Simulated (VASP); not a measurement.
# Cu3O2 (I4/mmm) in VASP: notebook, part 2 of 3

VASP 6.6.1. The steps go on from the part before.

**3. Relaxation of cell and atoms, PBEsol, target pressure 20 GPa, at which the enthalpy is minimised**

INCAR

```
SYSTEM = Cu3O2
  PREC = Accurate
  ENCUT = 600
  EDIFF = 1E-7
  ISMEAR = -1
  SIGMA = 0.05
  LREAL = .False.
  LASPH = .True.
  NELM = 60
  ALGO = Normal
  ISIF = 3
  LWAVE = .False.
  LCHARG = .False.
  GGA = PS
  IBRION = 2
  NSW = 60
  EDIFFG = -0.01
  PSTRESS = 200.0
```

KPOINTS

```
regular mesh
0
Gamma
  9 9 9
  0 0 0
```

POSCAR

```
Cu3O2
1.0
   -2.0229820000      2.0229820000      3.6736170000
    2.0229820000     -2.0229820000      3.6736170000
    2.0229820000      2.0229820000     -3.6736170000
Cu O
3 2
Direct
    0.0000000000      0.0000000000      0.0000000000
    0.7500000000      0.2500000000      0.5000000000
    0.2500000000      0.7500000000      0.5000000000
    0.5000000000      0.0000000000      0.5000000000
    0.0000000000      0.5000000000      0.5000000000
```

Potentials or basis: VASP PAW PBE potentials, release 64 (Cu, O).

Run with:

```sh
$ cat potpaw_PBE.64/Cu/POTCAR potpaw_PBE.64/O/POTCAR > POTCAR
$ mpirun -np 1 vasp_std > vasp.out
```

OUTCAR:

```text
SYSTEM = Cu3O2
   PREC = Accurate
   ENCUT = 600
   EDIFF = 1E-7
   ISMEAR = -1
   LREAL = .False.
   LASPH = .True.
   NELM = 60
   ISIF = 3
   GGA = PS
   IBRION = 2
   NSW = 60
   EDIFFG = -0.01
   PSTRESS = 200.0

 ion  position               nearest neighbor table
   1  0.000  0.000  0.000-   4 2.02   5 2.02   5 2.02   4 2.02   2 2.73   3 2.73   2 2.73   3 2.73
                             2 2.73   2 2.73   3 2.73   3 2.73
   2  0.750  0.250  0.500-   4 1.84   5 1.84   1 2.73   1 2.73   1 2.73   1 2.73
   3  0.250  0.750  0.500-   4 1.84   5 1.84   1 2.73   1 2.73   1 2.73   1 2.73
   4  0.500  0.000  0.500-   2 1.84   3 1.84   1 2.02   1 2.02
   5  0.000  0.500  0.500-   2 1.84   3 1.84   1 2.02   1 2.02

  LATTYP: Found a body centered tetragonal cell.
 ALAT       =     4.0459640000
 C/A-ratio  =     1.8159415160

  Lattice vectors:

 A1 = (  -2.0229820000,   2.0229820000,   3.6736170000)
 A2 = (   2.0229820000,  -2.0229820000,   3.6736170000)
 A3 = (   2.0229820000,   2.0229820000,  -3.6736170000)

Analysis of symmetry for initial positions (statically):
=====================================================================
 Subroutine PRICEL returns:
 Original cell was already a primitive cell.

 Routine SETGRP: Setting up the symmetry group for a
 body centered tetragonal supercell.

 Subroutine GETGRP returns: Found 16 space group operations
 (whereof 16 operations were pure point group operations)
 out of a pool of 16 trial point group operations.

The static configuration has the point symmetry D_4h.

Analysis of symmetry for dynamics (positions and initial velocities):
=====================================================================
 Subroutine PRICEL returns:
 Original cell was already a primitive cell.

 Routine SETGRP: Setting up the symmetry group for a
 body centered tetragonal supercell.

 Subroutine GETGRP returns: Found 16 space group operations
 (whereof 16 operations were pure point group operations)
 out of a pool of 16 trial point group operations.

The dynamic configuration has the point symmetry D_4h.

 Subroutine INISYM returns: Found 16 space group operations
 (whereof 16 operations are pure point group operations),
 and found     1 'primitive' translations

----------------------------------------------------------------------------------------

                                     Primitive cell

  volume of cell :      60.1365

  direct lattice vectors                    reciprocal lattice vectors
    -2.022982000  2.022982000  3.673617000     0.000000000  0.247159886  0.136105642
     2.022982000 -2.022982000  3.673617000     0.247159886  0.000000000  0.136105642
     2.022982000  2.022982000 -3.673617000     0.247159886  0.247159886  0.000000000

  length of vectors
     4.656218875  4.656218875  4.656218875     0.282157323  0.282157323  0.349536863

  position of ions in fractional coordinates (direct lattice)
     0.000000000  0.000000000  0.000000000
     0.750000000  0.250000000  0.500000000
     0.250000000  0.750000000  0.500000000
     0.500000000  0.000000000  0.500000000
     0.000000000  0.500000000  0.500000000

  ion indices of the primitive-cell ions
   primitive index   ion index
                 1           1
                 2           2
                 3           3
[... 27 lines left out ...]
 Found     75 irreducible k-points:

 Following reciprocal coordinates:
            Coordinates               Weight
  0.000000  0.000000  0.000000      1.000000
  0.111111  0.000000 -0.000000      8.000000
  0.222222  0.000000 -0.000000      8.000000
  0.333333  0.000000  0.000000      8.000000
  0.444444  0.000000 -0.000000      8.000000
  0.111111  0.111111 -0.000000      8.000000
[... 16 lines left out ...]
 -0.333333  0.333333  0.000000      4.000000
  0.444444  0.444444 -0.000000      8.000000
 [... further k-points ...]
   k-points           NKPTS =     75   k-points in BZ     NKDIM =     75   number of bands    NBANDS=     27
   number of dos      NEDOS =    301   number of ions     NIONS =      5
   total plane-waves  NPLWV =  64000
   dimension x,y,z NGX =    40 NGY =   40 NGZ =   40
   dimension x,y,z NGXF=    80 NGYF=   80 NGZF=   80
   ions per type =               3   2
   NGX,Y,Z   is equivalent  to a cutoff of  14.28, 14.28, 14.28 a.u.
   NGXF,Y,Z  is equivalent  to a cutoff of  28.56, 28.56, 28.56 a.u.
 SYSTEM =  Cu3O2
   PREC   = accura    normal or accurate (medium, high low for compatibility)
   ISTART =      0    job   : 0-new  1-cont  2-samecut
   ICHARG =      2    charge: 1-file 2-atom 10-const
   ISPIN  =      1    spin polarized calculation?
   LNONCOLLINEAR =      F non collinear calculations
   LSORBIT =      F    spin-orbit coupling
   LASPH  =      T    aspherical Exc in radial PAW
   ENCUT  =  600.0 eV  44.10 Ry    6.64 a.u.   9.30  9.30  9.30*2*pi/ulx,y,z
   NELM   =     60;   NELMIN=  2; NELMDL= -5     # of ELM steps
   EDIFF  = 0.1E-06   stopping-criterion for ELM
   LREAL  =      F    real-space projection
   EDIFFG = -.1E-01   stopping-criterion for IOM
   NSW    =     60    number of steps for IOM
   IBRION =      2    ionic relax: 0-MD 1-quasi-New 2-CG
   NFREE  =      1    steps in history (QN), initial steepest desc. (CG)
   ISIF   =      3    stress and relaxation
   ISYM   =      2    0-nonsym 1-usesym 2-fastsym
   POTIM  = 0.5000    time-step for ionic-motion
   TEBEG  =    0.0;   TEEND  =   0.0 temperature during run
   PSTRESS=  200.0 pullay stress
   NELECT =      45.0000    total number of electrons
   NUPDOWN=      -1.0000    fix difference up-down
   EMIN   =  10.00;   EMAX   =-10.00  energy-range for DOS
   EFERMI =   0.00;   METHOD = LEGACY
   ISMEAR =    -1;   SIGMA  =   0.05  broadening in eV -4-tet -1-fermi 0-gaus
   EFERMI_NEDOS =   21; number of points for ismear=-14 and -15
   IALGO  =     38    algorithm
   IMIX   =      4    mixing-type and parameters
     AMIX     =   0.40;   BMIX     =  1.00
     AMIX_MAG =   1.60;   BMIX_MAG =  1.00
  volume/ion in A,a.u.               =      12.03        81.16
  Fermi-wavevector in a.u.,A,eV,Ry     =   1.486277  2.808656 30.055525  2.209019
  Thomas-Fermi vector in A             =   2.599583
   LORBIT       =      0    0 simple, 1 ext, 2 COOP (PROOUT), +10 PAW based schemes
   GGA     = PS    functional components
   LHFCALC =     F    Hartree Fock is set to
   AEXX    =    0.0000 exact exchange contribution
   IVDW    =     0    specifies the selected vdW correction
   LEPSILON=     F    determine dielectric tensor
   LRPA    =     F    only Hartree local field effects (RPA)
 conjugate gradient relaxation of ions
 non-spin polarized calculation
  energy-cutoff  :      600.00
  volume of cell :       60.14
 maximum number of plane-waves:      2024
 NGX is ok and might be reduce to    40
   NGX = 19   NGY = 19   NGZ = 19

--------------------------------------- Ionic step        1  -------------------------------------------

 number of electron      45.0000020 magnetization

 Free energy of the ion-electron system (eV)
  ---------------------------------------------------
  ext. energy  EPLUGINS =         0.00000000
  ---------------------------------------------------
  free energy    TOTEN  =       -24.95612053 eV

  energy without entropy =      -24.93940960  energy(sigma->0) =      -24.94776507

------------------------ aborting loop because EDIFF is reached ----------------------------------------

  FORCE on cell =-STRESS in cart. coord.  units (eV):
  Direction    XX          YY          ZZ          XY          YZ          ZX
  --------------------------------------------------------------------------------------
  -------------------------------------------------------------------------------------
  Total       -1.6756277     -1.6756277     -2.8398151      0.0000000     -0.0000000      0.0000000
  in kB      -44.6426756    -44.6426756    -75.6593741      0.0000000     -0.0000000      0.0000000
  external PRESSURE =    -254.9815751 kB  Pullay stress =     200.0000000 kB
[... 274 lines left out ...]
--------------------------------------- Ionic step        8  -------------------------------------------

 number of electron      44.9999998 magnetization

 Free energy of the ion-electron system (eV)
  ---------------------------------------------------
  ext. energy  EPLUGINS =         0.00000000
  ---------------------------------------------------
  free energy    TOTEN  =       -24.64025528 eV

  energy without entropy =      -24.62633863  energy(sigma->0) =      -24.63329696

 E-fermi :   6.2991     XC(G=0): -12.3921

 val. band max:        6.2861431694   @ k =   0.4444   0.1111   0.0000
 cond. band min:       6.3462472574   @ k =  -0.1111  -0.2222   0.1111
 fundamental gap:      0.0601040880
 Fermi energy:         6.2990859089

 k-point     1 :       0.0000    0.0000    0.0000
  band No.  band energies     occupation
      1     -14.0912      2.00000
      2     -12.3180      2.00000
      3      -1.1022      2.00000
      4      -0.4218      2.00000
      5      -0.4218      2.00000
      6       0.2031      2.00000
[... 709 lines left out ...]
     26      10.5355      0.00000
     27      14.2541      0.00000

 [... further k-points ...]
[... 5 lines left out ...]
  --------------------------------------------------------------------------------------
  -------------------------------------------------------------------------------------
  Total        6.3173302      6.3173302      6.3826433      0.0000000     -0.0000000      0.0000000
  in kB      199.2110157    199.2110157    201.2706024      0.0000000     -0.0000000      0.0000000
  external PRESSURE =      -0.1024554 kB  Pullay stress =     200.0000000 kB
[... 24 lines left out ...]
  energy  without entropy=      -24.6263386322  energy(sigma->0) =      -24.63329696

  enthalpy is  TOTEN    =       -18.2979049644 eV   P V=        6.3423503162

 reached required accuracy - stopping structural energy minimisation
```

It took 43 min on 1 thread of Intel Xeon 8259CL, shared host; peak memory 0.34 GiB.

What came out:

```yaml
Free_energy: -24.6403 eV
Relaxed_volume: 10.16 Å³/atom
Relaxed_cell: a = 4.471 Å, b = 4.471 Å, c = 4.471 Å, α = 130.27°, β = 130.27°, γ = 72.98°
Space_group_after_relaxing_to_0.1_Å: I4/mmm (No. 139)
Energy_change_on_relaxing_the_run_minimises_the_enthalpy: +63.2 meV/atom
Ionic_steps: 8
Pressure_after_relaxing: 20.0 GPa
Band_gap_on_the_k_mesh: zero (an odd number of electrons rules out a gap without spin polarisation)
```

Step by step:
```tsv
step	energy change (eV)	largest force (eV/Å)	pressure (GPa)	volume (Å³)
1	0.0000	0.0000	-5.50	60.14
2	2.2699	0.0000	71.21	44.97
3	0.2386	0.0000	18.24	52.62
4	0.2630	0.0000	19.17	52.42
5	0.3775	0.0000	21.80	50.34
6	0.3466	0.0000	21.26	50.57
7	0.2771	0.0000	18.39	51.13
8	0.3159	0.0000	19.99	50.81
```

Final structure:
```yaml
crystal:
  lattice:
    - [-1.87990, 1.87990, 3.59419]
    - [1.87990, -1.87990, 3.59419]
    - [1.87990, 1.87990, -3.59419]
  atoms:
    - { symbol: Cu, position: [0.00000, 0.00000, 0.00000] }
    - { symbol: Cu, position: [0.75000, 0.25000, 0.50000] }
    - { symbol: Cu, position: [0.25000, 0.75000, 0.50000] }
    - { symbol: O, position: [0.50000, 0.00000, 0.50000] }
    - { symbol: O, position: [0.00000, 0.50000, 0.50000] }
```

Caveat: the cell is relaxed towards a set pressure, so the run minimises the enthalpy, not the energy; the volume moved by over 15 % at a fixed basis, so the end points are rough; the PAW data sets were made with another functional, which shifts forces and pressure a little. With open d or f shells a metallic result of PBEsol can be an artefact of self-interaction; +U or a hybrid may open a gap.

**4. Relaxation of cell and atoms, PBEsol, target pressure 30 GPa, at which the enthalpy is minimised**

INCAR

```
ALGO = Normal
EDIFF = 1E-6
EDIFFG = -0.01
ENCUT = 600
GGA = PS
IBRION = 2
ISIF = 3
ISMEAR = -1
LASPH = True
LCHARG = False
LREAL = False
LWAVE = False
NELM = 100
NSW = 60
PREC = Accurate
PSTRESS = 300.0
SIGMA = 0.05
```

KPOINTS

```
k-points
0
Gamma
  9 9 9
```

POSCAR is that of step 3.

Run with:

```sh
$ cat potpaw_PBE.64/Cu/POTCAR potpaw_PBE.64/O/POTCAR > POTCAR
$ mpirun -np 1 vasp_std > vasp.out
```

It took 42 min on 1 thread of Intel Xeon 8259CL, shared host; peak memory 0.34 GiB.

The run converged. Its results:

| Item | Value |
| --- | --- |
| Free energy | -24.3208 eV |
| Relaxed volume | 9.75 Å³/atom |
| Relaxed cell | a = 4.426 Å, b = 4.426 Å, c = 4.426 Å, α = 130.68°, β = 130.68°, γ = 72.32° |
| Space group after relaxing (to 0.1 Å) | I4/mmm (No. 139) |
| Energy change on relaxing (the run minimises the enthalpy) | +127.1 meV/atom |
| Ionic steps | 12 |
| Pressure after relaxing | 30.0 GPa |
| Band gap on the k mesh | zero (an odd number of electrons rules out a gap without spin polarisation) |

The path:
| step | energy change (eV) | largest force (eV/Å) | pressure (GPa) | volume (Å³) |
| --- | --- | --- | --- | --- |
| 1 | 0.0000 | 0.0000 | -5.46 | 60.14 |
| 2 | 5.5672 | 0.0000 | 139.46 | 39.81 |
| 3 | 0.4685 | 0.0000 | 26.22 | 50.93 |
| 4 | 0.5425 | 0.0000 | 28.47 | 50.51 |
| 5 | 0.7951 | 0.0000 | 33.41 | 47.99 |
| 6 | 0.6781 | 0.0000 | 31.53 | 48.52 |
| 7 | 0.6858 | 0.0000 | 31.50 | 48.48 |
| 8 | 0.5823 | 0.0000 | 28.14 | 49.04 |
| 9 | 0.6375 | 0.0000 | 29.95 | 48.73 |
| 10 | 0.6398 | 0.0000 | 30.11 | 48.72 |
| 11 | 0.6387 | 0.0000 | 30.08 | 48.72 |
| 12 | 0.6353 | 0.0000 | 29.99 | 48.74 |

Final structure:
```
Cu O
1.0
    -1.84667    1.84667    3.57326
     1.84667   -1.84667    3.57326
     1.84667    1.84667   -3.57326
Cu O
3 2
Direct
  0.00000 0.00000 0.00000
  0.75000 0.25000 0.50000
  0.25000 0.75000 0.50000
  0.50000 0.00000 0.50000
  0.00000 0.50000 0.50000
```

Levels at points of the mesh, in eV from the Fermi level:
| k point | band 19 | band 20 | band 21 | band 22 | band 23 | band 24 | band 25 | band 26 | band 27 |
| --- | --- | --- | --- | --- | --- | --- | --- | --- | --- |
| (0.00, 0.00, 0.00) | -2.07 | -1.77 | -1.40 | -1.40 | 0.47 | 0.54 | 5.23 | 5.23 | 7.80 |

Caveat: the cell is relaxed towards a set pressure, so the run minimises the enthalpy, not the energy; the volume moved by over 15 % at a fixed basis, so the end points are rough; the PAW data sets were made with another functional, which shifts forces and pressure a little.

[end of part 2 of 3]

The gap in the log of VASP goes by the Fermi energy; the results here count the filled bands.